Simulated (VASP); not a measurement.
Input of a VASP 6.6.1 run:

The input POSCAR:

```
HfC
1.0
    2.8600000000      0.0000000000      0.0000000000
    0.0000000000      2.8600000000      0.0000000000
    0.0000000000      0.0000000000      2.8600000000
Hf C
1 1
Direct
    0.0000000000      0.0000000000      0.0000000000
    0.5000000000      0.5000000000      0.5000000000
```

The input INCAR.step1:

```
SYSTEM = HfC
ALGO = Normal
EDIFF = 1E-4
ENCUT = 600
GGA = PE
ISMEAR = -1
LASPH = .True.
LCHARG = .False.
LREAL = .False.
LWAVE = .True.
NELM = 60
PREC = Accurate
SIGMA = 0.05
```

Contents of INCAR.step2:

```
SYSTEM = HfC
ALGO = Normal
EDIFF = 1E-6
EDIFFG = -0.01
ENCUT = 600
IBRION = 2
ISIF = 3
ISMEAR = -1
ISTART = 1
LASPH = .True.
LCHARG = .False.
LMIXTAU = .True.
LREAL = .False.
LWAVE = .False.
METAGGA = R2SCAN
NELM = 60
NSW = 80
PREC = Accurate
PSTRESS = 450.0
SIGMA = 0.05
```

Contents of KPOINTS:

```
k-points
0
Gamma
  8 8 8
  0 0 0
```

Potentials or basis: VASP PAW PBE potentials, release 64 (Hf_pv, C).

Command:

```sh
$ cat potpaw_PBE.64/Hf_pv/POTCAR potpaw_PBE.64/C/POTCAR > POTCAR
$ cp INCAR.step1 INCAR
$ mpirun -np 1 vasp_std > vasp.out
$ cp INCAR.step2 INCAR
$ mpirun -np 1 vasp_std > vasp.out
```

(1) Estimate the relaxed volume.

(2) Estimate the band gap on the k mesh.

Results:

(1) 10.25 Å³/atom.

(2) zero (band 7 reaches 9.50 eV, above the bottom of band 8 at 6.99 eV).

Caveat: the cell is relaxed towards a set pressure, so the enthalpy falls and the energy may rise; the PAW data sets were made with another functional, which shifts forces and pressure a little; spin-orbit coupling is left out, which moves the levels of the heavy elements.
